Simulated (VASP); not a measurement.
Write the native input for VASP 6.6.1 that does the following.

| Property | Result |
| --- | --- |
| Task | single point |
| Functional | r2SCAN |
| Dispersion | D4 |
| Potentials or basis | VASP PAW PBE potentials, release 64 (Cu, I) |
| Cutoff | 570 eV |
| k mesh | 7 × 7 × 3, shifted |
| Occupations | gaussian, width 0.01 eV |
| Spin | no spin polarisation |
| Dipole correction | no |
| Further INCAR settings | ALGO = Normal; EDIFF = 1e-06; NBANDS = 26; ISYM = -1 |

CuI:

```
CELL_PARAMETERS angstrom
4.12862 0.00000 0.00000
-2.06431 3.57549 0.00000
0.00000 0.00000 7.47811
ATOMIC_POSITIONS crystal
Cu 0.66667 0.33333 0.58995
Cu 0.33333 0.66667 0.41005
I 0.33333 0.66667 0.75475
I 0.66667 0.33333 0.24525
```

One way to write it, as run:

POSCAR

```
CuI
1.0
    4.1286180000      0.0000000000      0.0000000000
   -2.0643090000      3.5754880705      0.0000000000
    0.0000000000      0.0000000000      7.4781060000
Cu I
2 2
Direct
    0.6666666667      0.3333333333      0.5899520000
    0.3333333333      0.6666666667      0.4100480000
    0.3333333333      0.6666666667      0.7547480000
    0.6666666667      0.3333333333      0.2452520000
```

INCAR.step1

```
PREC = Accurate ; ENCUT = 570
ISMEAR = 0 ; SIGMA = 0.01
LREAL = F ; LASPH = T
NELM = 120 ; NBANDS = 26
ISYM = -1 ; GGA = PE
ALGO = Normal ; EDIFF = 1E-5
LWAVE = T ; LCHARG = F
GGA_COMPAT = F ; KPAR = 1
```

INCAR.step2

```
PREC = Accurate ; ENCUT = 570
EDIFF = 1E-6 ; ISMEAR = 0
SIGMA = 0.01 ; LREAL = F
LASPH = T ; NELM = 120
ALGO = Normal ; ISIF = 2
LWAVE = F ; LCHARG = F
METAGGA = R2SCAN ; LMIXTAU = T
IVDW = 13 ; VDW_S6 = 1.0
VDW_S8 = 0.6018749 ; VDW_A1 = 0.51559235
VDW_A2 = 5.77342911 ; NBANDS = 26
ISYM = -1 ; ISTART = 1
GGA_COMPAT = F ; KPAR = 1
```

KPOINTS

```
explicit points
74
Reciprocal
  0.07142857   0.07142857   0.16666667 2
  0.07142857   0.07142857   0.50000000 2
  0.07142857   0.07142857   0.83333333 2
  0.07142857   0.21428571   0.16666667 2
  0.07142857   0.21428571   0.50000000 2
  0.07142857   0.21428571   0.83333333 2
  0.07142857   0.35714286   0.16666667 2
  0.07142857   0.35714286   0.50000000 2
  0.07142857   0.35714286   0.83333333 2
  0.07142857   0.50000000   0.16666667 2
  0.07142857   0.50000000   0.50000000 2
  0.07142857   0.50000000   0.83333333 2
  0.07142857   0.64285714   0.16666667 2
  0.07142857   0.64285714   0.50000000 2
  0.07142857   0.64285714   0.83333333 2
  0.07142857   0.78571429   0.16666667 2
  0.07142857   0.78571429   0.50000000 2
  0.07142857   0.78571429   0.83333333 2
  0.07142857   0.92857143   0.16666667 2
  0.07142857   0.92857143   0.50000000 2
  0.07142857   0.92857143   0.83333333 2
  0.21428571   0.07142857   0.16666667 2
  0.21428571   0.07142857   0.50000000 2
  0.21428571   0.07142857   0.83333333 2
  0.21428571   0.21428571   0.16666667 2
  0.21428571   0.21428571   0.50000000 2
  0.21428571   0.21428571   0.83333333 2
  0.21428571   0.35714286   0.16666667 2
  0.21428571   0.35714286   0.50000000 2
  0.21428571   0.35714286   0.83333333 2
  0.21428571   0.50000000   0.16666667 2
  0.21428571   0.50000000   0.50000000 2
  0.21428571   0.50000000   0.83333333 2
  0.21428571   0.64285714   0.16666667 2
  0.21428571   0.64285714   0.50000000 2
  0.21428571   0.64285714   0.83333333 2
  0.21428571   0.78571429   0.16666667 2
  0.21428571   0.78571429   0.50000000 2
  0.21428571   0.78571429   0.83333333 2
  0.21428571   0.92857143   0.16666667 2
  0.21428571   0.92857143   0.50000000 2
  0.21428571   0.92857143   0.83333333 2
  0.35714286   0.07142857   0.16666667 2
  0.35714286   0.07142857   0.50000000 2
  0.35714286   0.07142857   0.83333333 2
  0.35714286   0.21428571   0.16666667 2
  0.35714286   0.21428571   0.50000000 2
  0.35714286   0.21428571   0.83333333 2
  0.35714286   0.35714286   0.16666667 2
  0.35714286   0.35714286   0.50000000 2
  0.35714286   0.35714286   0.83333333 2
  0.35714286   0.50000000   0.16666667 2
  0.35714286   0.50000000   0.50000000 2
  0.35714286   0.50000000   0.83333333 2
  0.35714286   0.64285714   0.16666667 2
  0.35714286   0.64285714   0.50000000 2
  0.35714286   0.64285714   0.83333333 2
  0.35714286   0.78571429   0.16666667 2
  0.35714286   0.78571429   0.50000000 2
  0.35714286   0.78571429   0.83333333 2
  0.35714286   0.92857143   0.16666667 2
  0.35714286   0.92857143   0.50000000 2
  0.35714286   0.92857143   0.83333333 2
  0.50000000   0.07142857   0.16666667 2
  0.50000000   0.07142857   0.50000000 2
  0.50000000   0.07142857   0.83333333 2
  0.50000000   0.21428571   0.16666667 2
  0.50000000   0.21428571   0.50000000 2
  0.50000000   0.21428571   0.83333333 2
  0.50000000   0.35714286   0.16666667 2
  0.50000000   0.35714286   0.50000000 2
  0.50000000   0.35714286   0.83333333 2
  0.50000000   0.50000000   0.16666667 2
  0.50000000   0.50000000   0.50000000 1
```

Potentials or basis: VASP PAW PBE potentials, release 64 (Cu, I).

The run is started by

```console
$ cat potpaw_PBE.64/Cu/POTCAR potpaw_PBE.64/I/POTCAR > POTCAR
$ cp INCAR.step1 INCAR
$ mpirun -np 4 vasp_std > vasp.out
$ cp INCAR.step2 INCAR
$ mpirun -np 4 vasp_std > vasp.out
```

It gave:

```json
{"Pressure": "-0.5 GPa", "Largest force": "0.036 eV/Å", "Band gap on the k mesh": "2.66 eV", "Dispersion energy per atom": "-0.129 eV"}
```

Caveat: the PAW data sets were made with another functional, which shifts forces and pressure a little; spin-orbit coupling is left out, which moves the levels of the heavy elements; a shifted mesh leaves out Γ, where band edges can lie.

It took 2.8 min on 4 MPI ranks on Intel(R) Xeon(R) 6975P-C (Granite Rapids), with other jobs on the host, peak memory 0.23 GiB a rank.
